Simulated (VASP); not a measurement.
A run of VASP 6.6.1 is set up as follows.

Contents of INCAR:

```
ALGO     = Normal         # electronic algorithm
EDIFF    = 1E-6           # SCF threshold, eV
ENCUT    = 520            # plane-wave cutoff, eV
GGA      = PE             # functional
ISIF     = 2              # what is computed and relaxed
ISMEAR   = 0              # smearing method
LASPH    = True           # aspherical terms in the spheres
LCHARG   = False          # write CHGCAR
LREAL    = False          # projectors in reciprocal space
LWAVE    = False          # write WAVECAR
NBANDS   = 40             # bands
NELM     = 100            # most SCF steps
PREC     = Accurate       # precision mode
SIGMA    = 0.2            # smearing width, eV
```

The input KPOINTS:

```
k-points
0
Gamma
  6 6 6
```

The input POSCAR:

```
ScTi3N3
1.0
    4.3038212699      0.0000000000      0.0000000000
    0.0000000000      4.3038212699      0.0000000000
    0.0000000000      0.0000000000      4.3038212699
Sc Ti N
1 3 3
Direct
    0.0000000000      1.0000000000      0.0000000000
    0.5000000000      0.0000000000      0.5000000000
    0.5000000000      0.5000000000      0.0000000000
    0.0000000000      0.5000000000      0.5000000000
    0.5000000000      0.0000000000      0.0000000000
    0.0000000000      0.5000000000      1.0000000000
    0.0000000000      0.0000000000      0.5000000000
```

Potentials or basis: VASP PAW PBE potentials, release 64 (Sc_sv, Ti_sv, N).

Command:

```bash
$ cat potpaw_PBE.64/Sc_sv/POTCAR potpaw_PBE.64/Ti_sv/POTCAR potpaw_PBE.64/N/POTCAR > POTCAR
$ mpirun -np 1 vasp_std > vasp.out
```

(1) What does it give for the band gap on the k mesh?

(2) Estimate the pressure.

Answers

(1) zero (band 31 reaches 9.12 eV, above the bottom of band 32 at 7.20 eV).

(2) 0.8 GPa.
